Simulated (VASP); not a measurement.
Wanted: the native input for a VASP 6.6.1 run.

```yaml
Task: single point
Functional: LDA
Potentials_or_basis: VASP PAW LDA potentials, release 64 (Ru_pv)
Cutoff: 520 eV
k_mesh: 21 × 21 × 12
Occupations: gaussian, width 0.15 eV
Spin: no spin polarisation
Dipole_correction: no
Further_INCAR_settings: ALGO = Fast; EDIFF = 1e-06; NBANDS = 21
```

The structure of Ru lies in POSCAR:

```
Ru
1.0
    2.6246253542      0.0000000000      0.0000000000
   -1.3123126771      2.2729922322      0.0000000000
    0.0000000000      0.0000000000      4.3461285000
Ru
2
Direct
    0.3333333333      0.6666666667      0.2500000000
    0.6666666667      0.3333333333      0.7500000000
```

This cell differs from its parent crystal: strain -0.030 along x and y, +0.015 along z.

The input as run:

INCAR

```
ALGO = Fast
EDIFF = 1E-6
ENCUT = 520
ISIF = 2
ISMEAR = 0
LASPH = T
LCHARG = T
LELF = T
LREAL = F
LVHAR = T
LWAVE = F
NBANDS = 21
NELM = 100
PREC = Accurate
SIGMA = 0.15
```

KPOINTS

```
k-points
0
Gamma
  21 21 12
```

Potentials or basis: VASP PAW LDA potentials, release 64 (Ru_pv).

Command:

```sh
$ cat potpaw_LDA.64/Ru_pv/POTCAR > POTCAR
$ mpirun -np 1 vasp_std > vasp.out
```

Results of the run:

```json
{
  "Pressure": "4.9 GPa",
  "Band gap on the k mesh": "zero (bands 14 and 15 overlap by 3.45 eV)"
}
```

Caveat: the cell differs from its parent crystal (strain -0.030 along x and y, +0.015 along z); the stress differs along the axes, from -12 to 13 GPa.

It took 3.4 min on 1 thread of Intel Xeon 8259CL, with other jobs on the host, peak memory 0.24 GiB.
